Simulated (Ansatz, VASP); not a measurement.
# Al3N in VASP and in Ansatz

The input INCAR:

```
SYSTEM = Al3N
PREC = Accurate
ENCUT = 600
EDIFF = 1E-6
ISMEAR = 0
SIGMA = 0.1
LREAL = .False.
LASPH = .True.
NELM = 80
ALGO = Normal
ISIF = 3
LWAVE = .False.
LCHARG = .False.
GGA = PE
IBRION = 2
NSW = 80
EDIFFG = -0.001
```

Contents of KPOINTS:

```
regular mesh
0
Gamma
  12 12 2
  0 0 0
```

Contents of POSCAR:

```
Al3N
1.0
    3.0346672412      0.0000000000      0.0000000000
   -1.5173336206      2.6280989229      0.0000000000
    0.0000000000      0.0000000000     14.3302047261
Al N
6 2
Direct
    0.3333333333      0.6666666667      0.1839655114
    0.0000000000      0.0000000000      0.0024007418
    0.0000000000      0.0000000000      0.3627682911
    0.3333333333      0.6666666667      0.5144175119
    0.6666666667      0.3333333333      0.6753298923
    0.3333333333      0.6666666667      0.8315549674
    0.0000000000      0.0000000000      0.2285472252
    0.3333333333      0.6666666667      0.0510158588
```

Input for Ansatz:

```yaml
crystal:
  lattice:
    - [3.0346672412, 0.0, 0.0]
    - [-1.5173336206, 2.6280989229, 0.0]
    - [0.0, 0.0, 14.3302047261]
  atoms:
    - { symbol: Al, position: [0.3333333333, 0.6666666667, 0.1839655114] }
    - { symbol: Al, position: [0.0, 0.0, 0.0024007418] }
    - { symbol: Al, position: [0.0, 0.0, 0.3627682911] }
    - { symbol: Al, position: [0.3333333333, 0.6666666667, 0.5144175119] }
    - { symbol: Al, position: [0.6666666667, 0.3333333333, 0.6753298923] }
    - { symbol: Al, position: [0.3333333333, 0.6666666667, 0.8315549674] }
    - { symbol: "N", position: [0.0, 0.0, 0.2285472252] }
    - { symbol: "N", position: [0.3333333333, 0.6666666667, 0.0510158588] }
basis:
  ecutwfc: 420
kpoints:
  mp_grid: { grid: [12, 12, 2] }
hamiltonian:
  xc: pbe
scf:
  occupations: { method: gaussian, width: 0.1 }
output:
  forces: true
  stress: true
  eigenvalues: true
relax:
  adjacent_minimum: "off"
  f_tol: 0.001
  max_steps: 60
  cell: { stress_tol: 0.01 }
```

Alike in both runs: task relaxation of cell and atoms; functional PBE; k mesh 12 × 12 × 2; occupations gaussian, width 0.1 eV; no spin polarisation.

|  | VASP | Ansatz |
| --- | --- | --- |
| version | VASP 6.6.1 | Ansatz 0.2.0 |
| potentials or method | VASP PAW PBE potentials, release 64 (Al, N), cutoff 600 eV | scalar-relativistic, plane waves, PAW |
| valence electrons in the cell | 28 | 28 |

Ansatz gave:

- gap on the k mesh at the Fermi level, each at its own relaxed structure (eV): none
- relaxed volume (Å³/atom): 14.29
- relaxed cell length with the largest relative difference (Å): 14.328

Task: Estimate VASP's values.

Result: gap on the k mesh at the Fermi level, each at its own relaxed structure (eV): none; relaxed volume (Å³/atom): 14.27; relaxed cell length with the largest relative difference (Å): 14.321.

A gap of «none» marks a metal or a gap that the smearing closes.
